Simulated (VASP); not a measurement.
Here is a VASP 6.6.1 calculation.

Contents of INCAR:

```
PREC = Accurate
ENCUT = 520
EDIFF = 1E-6
ISMEAR = 0
SIGMA = 0.05
LREAL = False
LASPH = True
NELM = 80
ALGO = Normal
ISIF = 2
LWAVE = False
LCHARG = True
LDIPOL = True
IDIPOL = 3
DIPOL = 0.5 0.5 0.401
GGA = PE
IVDW = 12
LELF = True
LVHAR = True
LVACPOTAV = True
NBANDS = 35
```

File KPOINTS:

```
regular mesh
0
Gamma
  9 9 1
```

File POSCAR:

```
WS2
1.0
    3.1595457497      0.0000000000      0.0000000000
   -1.5797728749      2.7362468836      0.0000000000
    0.0000000000      0.0000000000     23.8042575719
S W
4 2
Direct
    0.3333333333      0.6666666667      0.1890418126
    0.3333333333      0.6666666667      0.3214605103
    0.3333333333      0.8333333333      0.4806757258
    0.3333333333      0.8333333333      0.6130944235
    0.6666666667      0.3333333333      0.2552511581
    0.0000000000      1.1666666667      0.5468850713
```

Potentials or basis: VASP PAW PBE potentials, release 64 (S, W_sv).

Launch:

```bash
$ cat potpaw_PBE.64/S/POTCAR potpaw_PBE.64/W_sv/POTCAR > POTCAR
$ mpirun -np 1 vasp_std > vasp.out
```

Task: Predict the band gap on the k mesh.

Result: 1.84 eV (least direct gap 1.92 eV).

Task: Estimate the dispersion energy per atom.

Result: -0.343 eV.

Task: Predict the largest force.

Result: 0.047 eV/Å.

Forces in eV/Å, atoms in the order of the input:
```
S    0.000  0.000  0.003
S    0.003 -0.006  0.047
S   -0.003  0.006 -0.047
S    0.000  0.000 -0.003
W    0.001 -0.003  0.035
W   -0.001  0.003 -0.035
```

Caveat: the cell differs from its parent crystal (layers slid over each other); spin-orbit coupling is left out, which moves the levels of the heavy elements.
